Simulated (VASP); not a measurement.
# B2I (P6/mmm) in VASP: single point with r2SCAN

Aim: the single point of B2I with r2SCAN.

Everything below comes from runs of VASP 6.6.1. Logs are shortened: lines on timing, memory, paths and dates and some standing lists are left out, and cuts for length are marked.

## Step 1: The cell of the first run

It takes space group P6/mmm (No. 191, hexagonal). Conventional cell: a = 3.090 Å, b = 3.090 Å, c = 7.321 Å, α = 90.00°, β = 90.00°, γ = 120.00°. B (site symmetry -6m2) has 3 B at 1.78 Å within 2.4 Å. Within 4.1 Å of I (site symmetry 6/mmm) lie 6 I at 3.09 Å and 12 B at 4.07 Å.

## Step 2: Single point, r2SCAN

The input, POSCAR:

```
B2I
1.0
    1.5448093797      2.6756883337      0.0000000000
   -1.5448093797      2.6756883337      0.0000000000
    0.0000000000      0.0000000000      7.3207857219
B I
2 1
Direct
    0.3333333333      0.3333333333      0.5000000000
    0.6666666667      0.6666666667      0.5000000000
    0.0000000000      0.0000000000      0.0000000000
```

The input, INCAR.step1:

```
PREC = Accurate
ENCUT = 520
ISMEAR = -1
SIGMA = 0.1
LREAL = F
LASPH = T
NELM = 100
NBANDS = 14
GGA = PE
ALGO = Normal
EDIFF = 1E-4
LWAVE = T
LCHARG = F
```

The input, INCAR.step2:

```
PREC = Accurate
ENCUT = 520
EDIFF = 1E-6
ISMEAR = -1
SIGMA = 0.1
LREAL = F
LASPH = T
NELM = 100
ALGO = Normal
ISIF = 2
LWAVE = F
LCHARG = F
METAGGA = R2SCAN
LMIXTAU = T
NBANDS = 14
ISTART = 1
```

The input, KPOINTS:

```
regular mesh
0
Gamma
  10 10 7
```

Potentials or basis: VASP PAW PBE potentials, release 64 (B, I).

Command:

```bash
$ cat potpaw_PBE.64/B/POTCAR potpaw_PBE.64/I/POTCAR > POTCAR
$ cp INCAR.step1 INCAR
$ mpirun -np 1 vasp_std > vasp.out
$ cp INCAR.step2 INCAR
$ mpirun -np 1 vasp_std > vasp.out
```

OUTCAR:

```text
PREC = Accurate
   ENCUT = 520
   EDIFF = 1E-6
   ISMEAR = -1
   LREAL = F
   LASPH = T
   NELM = 100
   ISIF = 2
   METAGGA = R2SCAN
   ISTART = 1

 ion  position               nearest neighbor table
   1  0.333  0.333  0.500-   2 1.78   2 1.78   2 1.78
   2  0.667  0.667  0.500-   1 1.78   1 1.78   1 1.78
   3  0.000  0.000  0.000-

  LATTYP: Found a hexagonal cell.
 ALAT       =     3.0896187594
 C/A-ratio  =     2.3694786613

  Lattice vectors:

 A1 = (   1.5448093797,  -2.6756883337,   0.0000000000)
 A2 = (   1.5448093797,   2.6756883337,   0.0000000000)
 A3 = (   0.0000000000,   0.0000000000,   7.3207857219)

Analysis of symmetry for initial positions (statically):
=====================================================================
 Subroutine PRICEL returns:
 Original cell was already a primitive cell.

 Routine SETGRP: Setting up the symmetry group for a
 hexagonal supercell.

 Subroutine GETGRP returns: Found 24 space group operations
 (whereof 24 operations were pure point group operations)
 out of a pool of 24 trial point group operations.

The static configuration has the point symmetry D_6h.

Analysis of symmetry for dynamics (positions and initial velocities):
=====================================================================
 Subroutine PRICEL returns:
 Original cell was already a primitive cell.

 Routine SETGRP: Setting up the symmetry group for a
 hexagonal supercell.

 Subroutine GETGRP returns: Found 24 space group operations
 (whereof 24 operations were pure point group operations)
 out of a pool of 24 trial point group operations.

The dynamic configuration has the point symmetry D_6h.

 Subroutine INISYM returns: Found 24 space group operations
 (whereof 24 operations are pure point group operations),
 and found     1 'primitive' translations

----------------------------------------------------------------------------------------

                                     Primitive cell

  volume of cell :      60.5199

  direct lattice vectors                    reciprocal lattice vectors
     1.544809380  2.675688334  0.000000000     0.323664529  0.186867803  0.000000000
    -1.544809380  2.675688334  0.000000000    -0.323664529  0.186867803  0.000000000
     0.000000000  0.000000000  7.320785722     0.000000000  0.000000000  0.136597360

  length of vectors
     3.089618759  3.089618759  7.320785722     0.373735606  0.373735606  0.136597360

  position of ions in fractional coordinates (direct lattice)
     0.333333333  0.333333333  0.500000000
     0.666666667  0.666666667  0.500000000
     0.000000000  0.000000000  0.000000000

  ion indices of the primitive-cell ions
   primitive index   ion index
                 1           1
                 2           2
                 3           3

----------------------------------------------------------------------------------------

 KPOINTS: regular mesh

Automatic generation of k-mesh.
 Grid dimensions read from file:
 generate k-points for:   10   10    7

 Generating k-lattice:

  Cartesian coordinates                     Fractional coordinates (reciprocal lattice)
     0.032366453  0.018686780  0.000000000     0.100000000 -0.000000000  0.000000000
    -0.032366453  0.018686780  0.000000000    -0.000000000  0.100000000  0.000000000
     0.000000000  0.000000000  0.019513909     0.000000000  0.000000000  0.142857143

  Length of vectors
     0.037373561  0.037373561  0.019513909

  Shift w.r.t. Gamma in fractional coordinates (k-lattice)
     0.000000000  0.000000000  0.000000000

 Subroutine IBZKPT returns following result:
 ===========================================

 Found     56 irreducible k-points:

 Following reciprocal coordinates:
            Coordinates               Weight
  0.000000  0.000000  0.000000      1.000000
  0.100000  0.000000  0.000000      6.000000
  0.200000  0.000000  0.000000      6.000000
  0.300000 -0.000000  0.000000      6.000000
  0.400000  0.000000  0.000000      6.000000
  0.500000 -0.000000  0.000000      3.000000
[... 16 lines left out ...]
  0.400000  0.100000  0.142857     24.000000
  0.500000  0.100000  0.142857     24.000000
 [... further k-points ...]
   k-points           NKPTS =     56   k-points in BZ     NKDIM =     56   number of bands    NBANDS=     14
   number of dos      NEDOS =    301   number of ions     NIONS =      3
   total plane-waves  NPLWV =  31104
   dimension x,y,z NGX =    24 NGY =   24 NGZ =   54
   dimension x,y,z NGXF=    48 NGYF=   48 NGZF=  108
   ions per type =               2   1
   NGX,Y,Z   is equivalent  to a cutoff of  12.91, 12.91, 12.26 a.u.
   NGXF,Y,Z  is equivalent  to a cutoff of  25.83, 25.83, 24.53 a.u.
 SYSTEM =  unknown system
   PREC   = accura    normal or accurate (medium, high low for compatibility)
   ISTART =      1    job   : 0-new  1-cont  2-samecut
   ICHARG =      0    charge: 1-file 2-atom 10-const
   ISPIN  =      1    spin polarized calculation?
   LNONCOLLINEAR =      F non collinear calculations
   LSORBIT =      F    spin-orbit coupling
   LASPH  =      T    aspherical Exc in radial PAW
   ENCUT  =  520.0 eV  38.22 Ry    6.18 a.u.   5.74  5.74 13.61*2*pi/ulx,y,z
   NELM   =    100;   NELMIN=  2; NELMDL=  0     # of ELM steps
   EDIFF  = 0.1E-05   stopping-criterion for ELM
   LREAL  =      F    real-space projection
   EDIFFG = 0.1E-04   stopping-criterion for IOM
   NSW    =      0    number of steps for IOM
   IBRION =     -1    ionic relax: 0-MD 1-quasi-New 2-CG
   NFREE  =      0    steps in history (QN), initial steepest desc. (CG)
   ISIF   =      2    stress and relaxation
   ISYM   =      2    0-nonsym 1-usesym 2-fastsym
   POTIM  = 0.5000    time-step for ionic-motion
   TEBEG  =    0.0;   TEEND  =   0.0 temperature during run
   PSTRESS=    0.0 pullay stress
   NELECT =      13.0000    total number of electrons
   NUPDOWN=      -1.0000    fix difference up-down
   EMIN   =  10.00;   EMAX   =-10.00  energy-range for DOS
   EFERMI =   0.00;   METHOD = LEGACY
   ISMEAR =    -1;   SIGMA  =   0.10  broadening in eV -4-tet -1-fermi 0-gaus
   EFERMI_NEDOS =   21; number of points for ismear=-14 and -15
   IALGO  =     38    algorithm
   IMIX   =      4    mixing-type and parameters
     AMIX     =   0.40;   BMIX     =  1.00
     AMIX_MAG =   1.60;   BMIX_MAG =  1.00
  volume/ion in A,a.u.               =      20.17       136.14
  Fermi-wavevector in a.u.,A,eV,Ry     =   0.980445  1.852772 13.078905  0.961272
  Thomas-Fermi vector in A             =   2.111376
   LORBIT       =      0    0 simple, 1 ext, 2 COOP (PROOUT), +10 PAW based schemes
   METAGGA = R2SCAN    functional components
   LHFCALC =     F    Hartree Fock is set to
   AEXX    =    0.0000 exact exchange contribution
   IVDW    =     0    specifies the selected vdW correction
   LEPSILON=     F    determine dielectric tensor
   LRPA    =     F    only Hartree local field effects (RPA)
 non-spin polarized calculation
  energy-cutoff  :      520.00
  volume of cell :       60.52
 maximum number of plane-waves:      1648
   NGX = 11   NGY = 11   NGZ = 27

 number of electron      12.9999999 magnetization

 Free energy of the ion-electron system (eV)
  ---------------------------------------------------
  ext. energy  EPLUGINS =         0.00000000
  ---------------------------------------------------
  free energy    TOTEN  =       -35.82992379 eV

  energy without entropy =      -35.76937192  energy(sigma->0) =      -35.79964786

 E-fermi :   3.3593     XC(G=0):  -9.4464

 val. band max:        3.3531323037   @ k =   0.2000   0.1000   0.4286
 cond. band min:       3.3785268114   @ k =   0.3000   0.1000   0.0000
 fundamental gap:      0.0253945077
 Fermi energy:         3.3593342807

 k-point     1 :       0.0000    0.0000    0.0000
  band No.  band energies     occupation
      1     -12.7377      2.00000
      2      -6.8878      2.00000
      3      -1.7900      2.00000
      4       2.2190      1.99998
      5       5.0912      0.00000
      6       5.0912      0.00000
      7       6.2993      0.00000
      8       6.2993      0.00000
      9       8.6326      0.00000
     10      12.6022      0.00000
     11      12.6022      0.00000
     12      14.5154      0.00000
     13      14.6688      0.00000
     14      14.7198      0.00000

 k-point     2 :       0.1000    0.0000    0.0000
  band No.  band energies     occupation
      1     -12.5378      2.00000
      2      -6.7214      2.00000
      3      -1.5950      2.00000
      4       2.3949      1.99987
      5       4.3708      0.00008
      6       4.7504      0.00000
      7       4.9103      0.00000
      8       5.8835      0.00000
      9       8.8330      0.00000
     10      12.5614      0.00000
     11      13.2492      0.00000
     12      13.2969      0.00000
     13      14.4893      0.00000
     14      15.1427      0.00000

 k-point     3 :       0.2000    0.0000    0.0000
  band No.  band energies     occupation
      1     -11.9501      2.00000
      2      -6.2251      2.00000
      3      -1.0257      2.00000
      4       2.1324      1.99999
      5       2.7701      1.99449
      6       2.9029      1.97937
      7       4.0286      0.00248
      8       4.9934      0.00000
      9       9.4127      0.00000
     10      11.6688      0.00000
     11      12.4055      0.00000
     12      12.6012      0.00000
     13      14.2372      0.00000
     14      15.0640      0.00000

 k-point     4 :       0.3000   -0.0000    0.0000
  band No.  band energies     occupation
      1     -11.0280      2.00000
      2      -5.4099      2.00000
      3      -0.6447      2.00000
      4      -0.1441      2.00000
      5       0.8498      2.00000
      6       3.3332      1.13017
      7       3.6580      0.09610
      8       4.1253      0.00094
      9      10.3111      0.00000
     10      10.3270      0.00000
     11      10.7290      0.00000
     12      11.9714      0.00000
     13      12.1801      0.00000
     14      16.8664      0.00000

 k-point     5 :       0.4000    0.0000    0.0000
  band No.  band energies     occupation
      1      -9.9569      2.00000
      2      -4.3179      2.00000
      3      -2.8979      2.00000
      4      -0.9963      2.00000
      5       0.8582      2.00000
      6       2.8643      1.98593
      7       3.5360      0.29204
      8       4.3842      0.00007
      9       8.5726      0.00000
     10      10.0693      0.00000
     11      10.4204      0.00000
[... 276 lines left out ...]
 k-point    22 :       0.3000    0.1000    0.1429
  band No.  band energies     occupation
      1     -11.3844      2.00000
      2      -5.7428      2.00000
      3      -0.4109      2.00000
      4       0.6349      2.00000
      5       1.7589      2.00000
      6       3.1686      1.74141
      7       3.2338      1.55649
      8       3.6217      0.13525
      9      10.2385      0.00000
     10      11.3896      0.00000
     11      12.3459      0.00000
     12      12.6528      0.00000
     13      13.0724      0.00000
     14      15.0712      0.00000

 k-point    23 :       0.4000    0.1000    0.1429
  band No.  band energies     occupation
      1     -10.3626      2.00000
      2      -4.7798      2.00000
      3      -1.7912      2.00000
      4      -0.0552      2.00000
      5       0.5470      2.00000
      6       2.4770      1.99971
      7       2.7445      1.99573
      8       4.0788      0.00150
      9       9.2891      0.00000
     10      10.8182      0.00000
     11      11.5061      0.00000
     12      11.8250      0.00000
     13      12.6019      0.00000
     14      15.0292      0.00000

 k-point    24 :       0.5000    0.1000    0.1429
  band No.  band energies     occupation
      1      -9.4330      2.00000
      2      -3.7047      2.00000
      3      -3.3576      2.00000
      4      -1.7255      2.00000
      5       1.3764      2.00000
      6       2.0875      1.99999
      7       2.3318      1.99993
      8       4.7355      0.00000
      9       8.0282      0.00000
     10       9.6520      0.00000
     11      11.3320      0.00000
     12      12.3713      0.00000
     13      12.8721      0.00000
     14      14.4179      0.00000

 [... further k-points ...]
[... 5 lines left out ...]
  --------------------------------------------------------------------------------------
  -------------------------------------------------------------------------------------
  Total       -0.0274750     -0.0274750     -0.0199448      0.0000000      0.0000000      0.0000000
  in kB       -0.7273603     -0.7273603     -0.5280103      0.0000000      0.0000000      0.0000000
  external PRESSURE =      -0.6609103 kB  Pullay stress =       0.0000000 kB

 VOLUME and BASIS-vectors are now :
 -----------------------------------------------------------------------------
  energy-cutoff  :      520.00
  volume of cell :       60.52
      direct lattice vectors                 reciprocal lattice vectors
     1.544809380  2.675688334  0.000000000     0.323664529  0.186867803  0.000000000
    -1.544809380  2.675688334  0.000000000    -0.323664529  0.186867803  0.000000000
     0.000000000  0.000000000  7.320785722     0.000000000  0.000000000  0.136597360

 POSITION                                       TOTAL-FORCE (eV/Angst)
 -----------------------------------------------------------------------------------
      0.00000      1.78379      3.66039        -0.000000     -0.000000      0.000000
      0.00000      3.56758      3.66039         0.000000      0.000000      0.000000
      0.00000      0.00000      0.00000         0.000000      0.000000      0.000000
 -----------------------------------------------------------------------------------
    total drift:                                0.000000     -0.000000      0.000000

  FREE ENERGIE OF THE ION-ELECTRON SYSTEM (eV)
  ---------------------------------------------------
  free  energy   TOTEN  =       -35.8299237946 eV

  energy  without entropy=      -35.7693719159  energy(sigma->0) =      -35.79964786
```

Wall time 94 s (1 thread of Intel Xeon Platinum 8259CL at 2.50GHz (Skylake/Cascade Lake), shared host); peak memory 0.2 GiB.

Results:

```
Free energy : -35.8299 eV
Pressure    : -0.1 GPa
```

Caveat: the PAW data sets were made with another functional, which shifts forces and pressure a little; spin-orbit coupling is left out, which moves the levels of the heavy elements; an odd number of electrons without spin polarisation forces a metal; a magnetic or distorted state may lie lower.
